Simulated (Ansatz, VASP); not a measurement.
# One calculation of Pd, two programs

Contents of INCAR:

```
PREC     = Accurate       # precision mode
ENCUT    = 520            # plane-wave cutoff, eV
EDIFF    = 1E-6           # SCF threshold, eV
ISMEAR   = 0              # smearing method
SIGMA    = 0.05           # smearing width, eV
LREAL    = False          # projectors in reciprocal space
LASPH    = True           # aspherical terms in the spheres
NELM     = 100            # most SCF steps
ALGO     = Normal         # electronic algorithm
ISIF     = 2              # what is computed and relaxed
LWAVE    = False          # write WAVECAR
LCHARG   = False          # write CHGCAR
GGA      = PE             # functional
NBANDS   = 11             # bands
```

The input KPOINTS:

```
regular mesh
0
Gamma
  20 20 20
```

POSCAR

```
Pd
1.0
    0.0000000000      1.9441340918      1.9441340918
    1.9441340918      0.0000000000      1.9441340918
    1.9441340918      1.9441340918      0.0000000000
Pd
1
Direct
    0.0000000000      0.0000000000      0.0000000000
```

Input for Ansatz:

```yaml
crystal:
  lattice:
    - [0.0, 1.9441340918, 1.9441340918]
    - [1.9441340918, 0.0, 1.9441340918]
    - [1.9441340918, 1.9441340918, 0.0]
  atoms:
    - { symbol: Pd, position: [0.0, 0.0, 0.0] }
basis:
  ecutwfc: 420
  ecutrho_ratio: 4
kpoints:
  mp_grid: { grid: [20, 20, 20] }
hamiltonian:
  xc: pbe
scf:
  occupations: { method: gaussian, width: 0.05 }
output:
  forces: true
  stress: true
  eigenvalues: true
```

Alike in both runs: task single point; functional PBE; k mesh 20 × 20 × 20; occupations gaussian, width 0.05 eV; no spin polarisation.

|  | VASP | Ansatz |
| --- | --- | --- |
| version | VASP 6.6.1 | Ansatz 0.2.0 |
| potentials or method | VASP PAW PBE potentials, release 64 (Pd), cutoff 520 eV | scalar-relativistic, plane waves, PAW |
| valence electrons in the cell | 10 | 18 |

```tsv
	VASP	Ansatz	Ansatz less VASP
gap on the k mesh at the Fermi level (eV)	none	none	-
pressure (GPa)	7.3	7.7	+0.35
```

A gap of «none» marks a metal or a gap that the smearing closes. VASP's potentials hold 10 valence electrons a cell and Ansatz's 18, so a difference there can come from the potentials and not from the codes.
